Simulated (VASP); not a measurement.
# AlN (P6_3mc) in VASP: further runs, part 2 of 2

VASP 6.6.1. Earlier steps stand in the parts before.

### 5 Single point, PBE (strain -0.040 along x and y, +0.040 along z)

Input file INCAR:

```
SYSTEM = AlN
PREC = Accurate
ENCUT = 520
EDIFF = 1E-6
ISMEAR = 0
SIGMA = 0.05
LREAL = .False.
LASPH = .True.
NELM = 80
ALGO = Normal
ISIF = 2
LWAVE = .False.
LCHARG = .True.
GGA = PE
LELF = .True.
LVHAR = .True.
NBANDS = 16
```

Input file KPOINTS:

```
regular mesh
0
Gamma
  12 12 6
  0 0 0
```

Input file POSCAR:

```
AlN
1.0
    3.0050299802      0.0000000000      0.0000000000
   -1.5025149901      2.6024323020      0.0000000000
    0.0000000000      0.0000000000      5.2186988408
Al N
2 2
Direct
    0.3333333333      0.6666666667      0.0017287175
    0.6666666667      0.3333333333      0.5017287175
    0.3333333333      0.6666666667      0.3832712825
    0.6666666667      0.3333333333      0.8832712825
```

Potentials or basis: VASP PAW PBE potentials, release 64 (Al, N).

Run with:

```
$ cat potpaw_PBE.64/Al/POTCAR potpaw_PBE.64/N/POTCAR > POTCAR
$ mpirun -np 1 vasp_std > vasp.out
```

OUTCAR:

```text
SYSTEM = AlN
   PREC = Accurate
   ENCUT = 520
   EDIFF = 1E-6
   ISMEAR = 0
   LREAL = .False.
   LASPH = .True.
   NELM = 80
   ISIF = 2
   GGA = PE

 ion  position               nearest neighbor table
   1  0.333  0.667  0.002-   4 1.84   4 1.84   4 1.84   3 1.99   2 3.13   2 3.13   2 3.13   2 3.13
                             2 3.13   2 3.13
   2  0.667  0.333  0.502-   3 1.84   3 1.84   3 1.84   4 1.99   1 3.13   1 3.13   1 3.13   1 3.13
                             1 3.13   1 3.13
   3  0.333  0.667  0.383-   2 1.84   2 1.84   2 1.84   1 1.99
   4  0.667  0.333  0.883-   1 1.84   1 1.84   1 1.84   2 1.99

  LATTYP: Found a hexagonal cell.
 ALAT       =     3.0050299802
 C/A-ratio  =     1.7366545010

  Lattice vectors:

 A1 = (   3.0050299802,   0.0000000000,   0.0000000000)
 A2 = (  -1.5025149901,   2.6024323020,   0.0000000000)
 A3 = (   0.0000000000,   0.0000000000,   5.2186988408)

Analysis of symmetry for initial positions (statically):
=====================================================================
 Subroutine PRICEL returns:
 Original cell was already a primitive cell.

[... 180 lines left out ...]
 fundamental gap:      4.2702451460
 Fermi energy:         6.4883793610

 k-point     1 :       0.0000    0.0000    0.0000
  band No.  band energies     occupation
      1      -8.9600      2.00000
      2      -7.0935      2.00000
      3       0.0670      2.00000
      4       5.8225      2.00000
      5       5.8225      2.00000
      6       6.0458      2.00000
[... 433 lines left out ...]
      3       1.4745      2.00000
      4       2.2945      2.00000
      5       2.8543      2.00000
      6       4.8880      2.00000
[... 8 lines left out ...]
     15      18.6579      0.00000
     16      21.2123      0.00000

 [... further k-points ...]

------------------------ aborting loop because EDIFF is reached ----------------------------------------

  FORCE on cell =-STRESS in cart. coord.  units (eV):
  Direction    XX          YY          ZZ          XY          YZ          ZX
  --------------------------------------------------------------------------------------
  -------------------------------------------------------------------------------------
  Total        5.7169868      5.7169868     -2.9197535      0.0000000      0.0000000     -0.0000000
  in kB      224.4332946    224.4332946   -114.6215526      0.0000000      0.0000000     -0.0000000
  external PRESSURE =     111.4150122 kB  Pullay stress =       0.0000000 kB

 VOLUME and BASIS-vectors are now :
 -----------------------------------------------------------------------------
  energy-cutoff  :      520.00
  volume of cell :       40.81
      direct lattice vectors                 reciprocal lattice vectors
     3.005029980  0.000000000  0.000000000     0.332775382  0.192127956  0.000000000
    -1.502514990  2.602432302  0.000000000     0.000000000  0.384255913  0.000000000
     0.000000000  0.000000000  5.218698841     0.000000000  0.000000000  0.191618645

 POSITION                                       TOTAL-FORCE (eV/Angst)
 -----------------------------------------------------------------------------------
     -0.00000      1.73495      0.00902         0.000000      0.000000      0.768483
      1.50251      0.86748      2.61837        -0.000000      0.000000      0.768483
     -0.00000      1.73495      2.00018         0.000000      0.000000     -0.768483
      1.50251      0.86748      4.60953        -0.000000      0.000000     -0.768483
 -----------------------------------------------------------------------------------
    total drift:                                0.000000      0.000000     -0.000737

  FREE ENERGIE OF THE ION-ELECTRON SYSTEM (eV)
  ---------------------------------------------------
  free  energy   TOTEN  =       -29.4977981027 eV

  energy  without entropy=      -29.4977981027  energy(sigma->0) =      -29.49779810
```

OSZICAR:

```text
N       E                     dE             d eps       ncg     rms          rms(c)
DAV:   1     0.426719838351E+02    0.42672E+02   -0.73086E+03  2432   0.897E+02
DAV:   2    -0.309442290867E+02   -0.73616E+02   -0.67941E+02  3376   0.191E+02
DAV:   3    -0.344370275427E+02   -0.34928E+01   -0.34848E+01  3048   0.428E+01
DAV:   4    -0.344579748311E+02   -0.20947E-01   -0.20946E-01  3088   0.373E+00
DAV:   5    -0.344582430121E+02   -0.26818E-03   -0.26818E-03  3128   0.426E-01    0.125E+01
DAV:   6    -0.295013431258E+02    0.49569E+01   -0.11162E+01  2896   0.241E+01    0.430E+00
DAV:   7    -0.295132852112E+02   -0.11942E-01   -0.69715E-01  2648   0.586E+00    0.301E+00
DAV:   8    -0.295011499071E+02    0.12135E-01   -0.61685E-02  2944   0.220E+00    0.467E-01
DAV:   9    -0.294973072846E+02    0.38426E-02   -0.11147E-02  3112   0.770E-01    0.237E-01
DAV:  10    -0.294978588665E+02   -0.55158E-03   -0.19138E-03  2768   0.284E-01    0.116E-01
DAV:  11    -0.294977948872E+02    0.63979E-04   -0.22464E-04  2872   0.119E-01    0.180E-02
DAV:  12    -0.294977983408E+02   -0.34536E-05   -0.11374E-05  3056   0.267E-02    0.846E-03
DAV:  13    -0.294977981027E+02    0.23802E-06   -0.23033E-06  2832   0.126E-02
   1 F= -.29497798E+02 E0= -.29497798E+02  d E =-.628832E-12
```

stdout:

```text
POSCAR found type information on POSCAR AlN
 POSCAR found :  2 types and       4 ions
 scaLAPACK will be used
 LDA part: xc-table for (Slater+PW92), standard interpolation
 POSCAR, INCAR and KPOINTS ok, starting setup
 FFT: planning ... GRIDC
 FFT: planning ... GRID_SOFT
 FFT: planning ... GRID
 WAVECAR not read
 entering main loop
```

It took 36 s on 1 thread of Intel Xeon 6975P-C, shared host; peak memory 0.18 GiB.

What came out:

- Free energy: -29.4978 eV
- Pressure: 11.1 GPa
- Largest force: 0.768 eV/Å
- Band gap on the k mesh: 4.27 eV, direct

Forces on the atoms (eV/Å):
```
Al   0.000  0.000  0.768
Al   0.000  0.000  0.768
N    0.000  0.000 -0.768
N    0.000  0.000 -0.768
```

Levels at points of the mesh, in eV from the valence-band top:
```csv
k point,band 6,band 7,band 8,band 9,band 10,band 11
"(0.00, 0.00, 0.00)",-0.23,0.00,0.00,4.27,7.80,10.46
"(0.50, 0.00, 0.00)",-1.71,-1.69,-0.63,5.45,6.40,8.41
"(0.00, 0.00, 0.50)",-0.23,-0.23,-0.23,7.02,7.02,10.31
"(0.50, 0.00, 0.50)",-1.49,-1.21,-1.21,5.19,5.19,9.45
```

Caveat: the cell differs from its parent crystal (strain -0.040 along x and y, +0.040 along z). A k mesh can miss the band edges.

### 6 Single point, PBE (strain -0.040 along x and y, +0.080 along z)

Input file INCAR:

```
ALGO = Normal
EDIFF = 1E-6
ENCUT = 520
GGA = PE
ISIF = 2
ISMEAR = 0
LASPH = T
LCHARG = F
LREAL = F
LWAVE = F
NBANDS = 16
NELM = 100
PREC = Accurate
SIGMA = 0.05
```

Input file KPOINTS:

```
k-points
0
Gamma
  12 12 6
```

Changes to POSCAR since step 5:

```diff
@@ -4,3 +4,3 @@
    -1.5025149901      2.6024323020      0.0000000000
-    0.0000000000      0.0000000000      5.2186988408
+    0.0000000000      0.0000000000      5.4194180270
 Al N
```

Potentials or basis: VASP PAW PBE potentials, release 64 (Al, N).

Run with:

```
$ cat potpaw_PBE.64/Al/POTCAR potpaw_PBE.64/N/POTCAR > POTCAR
$ mpirun -np 1 vasp_std > vasp.out
```

OUTCAR:

```text
EDIFF = 1E-6
   ENCUT = 520
   GGA = PE
   ISIF = 2
   ISMEAR = 0
   LASPH = T
   LREAL = F
   NELM = 100
   PREC = Accurate

 ion  position               nearest neighbor table
   1  0.333  0.667  0.002-   4 1.85   4 1.85   4 1.85   3 2.07   2 3.22   2 3.22   2 3.22   2 3.22
                             2 3.22   2 3.22
   2  0.667  0.333  0.502-   3 1.85   3 1.85   3 1.85   4 2.07   1 3.22   1 3.22   1 3.22   1 3.22
                             1 3.22   1 3.22
   3  0.333  0.667  0.383-   2 1.85   2 1.85   2 1.85   1 2.07
   4  0.667  0.333  0.883-   1 1.85   1 1.85   1 1.85   2 2.07

  LATTYP: Found a hexagonal cell.
 ALAT       =     3.0050299802
 C/A-ratio  =     1.8034489049

  Lattice vectors:

 A1 = (   3.0050299802,   0.0000000000,   0.0000000000)
 A2 = (  -1.5025149901,   2.6024323020,   0.0000000000)
 A3 = (   0.0000000000,   0.0000000000,   5.4194180270)

Analysis of symmetry for initial positions (statically):
=====================================================================
 Subroutine PRICEL returns:
 Original cell was already a primitive cell.

 Routine SETGRP: Setting up the symmetry group for a
 hexagonal supercell.

 Subroutine GETGRP returns: Found 12 space group operations
 (whereof  6 operations were pure point group operations)
 out of a pool of 24 trial point group operations.

The static configuration has the point symmetry C_3v.
 The point group associated with its full space group is C_6v.

Analysis of symmetry for dynamics (positions and initial velocities):
=====================================================================
 Subroutine PRICEL returns:
 Original cell was already a primitive cell.

 Routine SETGRP: Setting up the symmetry group for a
[... 128 lines left out ...]
   IALGO  =     38    algorithm
   IMIX   =      4    mixing-type and parameters
     AMIX     =   0.40;   BMIX     =  1.00
     AMIX_MAG =   1.60;   BMIX_MAG =  1.00
  volume/ion in A,a.u.               =      10.60        71.50
  Fermi-wavevector in a.u.,A,eV,Ry     =   1.183190  2.235905 19.047324  1.399939
  Thomas-Fermi vector in A             =   2.319429
   LORBIT       =      0    0 simple, 1 ext, 2 COOP (PROOUT), +10 PAW based schemes
   GGA     = PE    functional components
   LHFCALC =     F    Hartree Fock is set to
   AEXX    =    0.0000 exact exchange contribution
   IVDW    =     0    specifies the selected vdW correction
   LEPSILON=     F    determine dielectric tensor
   LRPA    =     F    only Hartree local field effects (RPA)
 non-spin polarized calculation
 Gauss-broadening in eV      SIGMA  =   0.05
  energy-cutoff  :      520.00
  volume of cell :       42.38
 maximum number of plane-waves:      1166
 NGX is ok and might be reduce to    24
   NGX = 11   NGY = 11   NGZ = 21

 number of electron      16.0000002 magnetization

 Free energy of the ion-electron system (eV)
  ---------------------------------------------------
  ext. energy  EPLUGINS =         0.00000000
  ---------------------------------------------------
  free energy    TOTEN  =       -29.32251209 eV

  energy without entropy =      -29.32251209  energy(sigma->0) =      -29.32251209

 E-fermi :   6.2418     XC(G=0): -10.8441

 val. band max:        5.9743272094   @ k =   0.0000   0.0000   0.0000
 cond. band min:       9.6147012805   @ k =   0.0000   0.0000   0.0000
 fundamental gap:      3.6403740711
 Fermi energy:         6.2417880214

 k-point     1 :       0.0000    0.0000    0.0000
  band No.  band energies     occupation
      1      -9.1135      2.00000
      2      -7.5000      2.00000
      3      -0.1986      2.00000
      4       5.5272      2.00000
      5       5.6052      2.00000
      6       5.6052      2.00000
[... 433 lines left out ...]
      3       1.2685      2.00000
      4       1.9851      2.00000
      5       2.5217      2.00000
      6       4.6902      2.00000
[... 8 lines left out ...]
     15      18.0491      0.00000
     16      20.3574      0.00000

 [... further k-points ...]

------------------------ aborting loop because EDIFF is reached ----------------------------------------

  FORCE on cell =-STRESS in cart. coord.  units (eV):
  Direction    XX          YY          ZZ          XY          YZ          ZX
  --------------------------------------------------------------------------------------
  -------------------------------------------------------------------------------------
  Total        5.1293234      5.1293234     -6.3069532      0.0000000      0.0000000      0.0000000
  in kB      193.9053363    193.9053363   -238.4236251      0.0000000      0.0000000      0.0000000
  external PRESSURE =      49.7956825 kB  Pullay stress =       0.0000000 kB

 VOLUME and BASIS-vectors are now :
 -----------------------------------------------------------------------------
  energy-cutoff  :      520.00
  volume of cell :       42.38
      direct lattice vectors                 reciprocal lattice vectors
     3.005029980  0.000000000  0.000000000     0.332775382  0.192127956  0.000000000
    -1.502514990  2.602432302  0.000000000     0.000000000  0.384255913  0.000000000
     0.000000000  0.000000000  5.419418027     0.000000000  0.000000000  0.184521658

 POSITION                                       TOTAL-FORCE (eV/Angst)
 -----------------------------------------------------------------------------------
     -0.00000      1.73495      0.00937         0.000000      0.000000      0.735577
      1.50251      0.86748      2.71908         0.000000      0.000000      0.735577
     -0.00000      1.73495      2.07711         0.000000      0.000000     -0.735577
      1.50251      0.86748      4.78682        -0.000000      0.000000     -0.735577
 -----------------------------------------------------------------------------------
    total drift:                                0.000000      0.000000     -0.000390

  FREE ENERGIE OF THE ION-ELECTRON SYSTEM (eV)
  ---------------------------------------------------
  free  energy   TOTEN  =       -29.3225120877 eV

  energy  without entropy=      -29.3225120877  energy(sigma->0) =      -29.32251209
```

stdout:

```text
POSCAR found type information on POSCAR AlN
 POSCAR found :  2 types and       4 ions
 scaLAPACK will be used
 LDA part: xc-table for (Slater+PW92), standard interpolation
 POSCAR, INCAR and KPOINTS ok, starting setup
 FFT: planning ... GRIDC
 FFT: planning ... GRID_SOFT
 FFT: planning ... GRID
 WAVECAR not read
 entering main loop
```

Run time: 38 s. Hardware: 1 thread of Intel Xeon 6975P-C, shared host; peak memory 0.18 GiB.

Results:

```
Free energy            : -29.3225 eV
Pressure               : 5.0 GPa
Largest force          : 0.736 eV/Å
Band gap on the k mesh : 3.64 eV, direct
```

Forces in eV/Å, atoms in the order of the input:
```
Al   0.000  0.000  0.736
Al   0.000  0.000  0.736
N    0.000  0.000 -0.736
N    0.000  0.000 -0.736
```

Caveat: the cell differs from its parent crystal (strain -0.040 along x and y, +0.080 along z). A k mesh can miss the band edges.

### 7 Overview

```csv
cell,gap on the mesh (eV),pressure (GPa),largest force (eV/Å)
"a = 3.130, b = 3.130, c = 4.617 Å, angles 90.0, 90.0, 120.0°, 4 atoms",4.51,20.0,1.82
"a = 3.005, b = 3.005, c = 5.018 Å, angles 90.0, 90.0, 120.0°, 4 atoms",4.85,19.2,0.54
"a = 3.130, b = 3.130, c = 4.817 Å, angles 90.0, 90.0, 120.0°, 4 atoms",4.29,8.4,0.65
"a = 3.005, b = 3.005, c = 5.219 Å, angles 90.0, 90.0, 120.0°, 4 atoms",4.27,11.1,0.77
"a = 3.005, b = 3.005, c = 5.419 Å, angles 90.0, 90.0, 120.0°, 4 atoms",3.64,5.0,0.74
```

Alike in all rows: task single point; level PBE; potentials or basis VASP PAW PBE potentials, release 64 (Al, N); no spin polarisation; k mesh 12 × 12 × 6; cutoff (eV) 520; smearing gaussian 0.05 eV.

Caveats: forces of over 1 eV/Å act on the atoms, so gaps and moduli don't describe the material at rest (some runs).

Absolute energies hang on the potentials; compare differences alone.
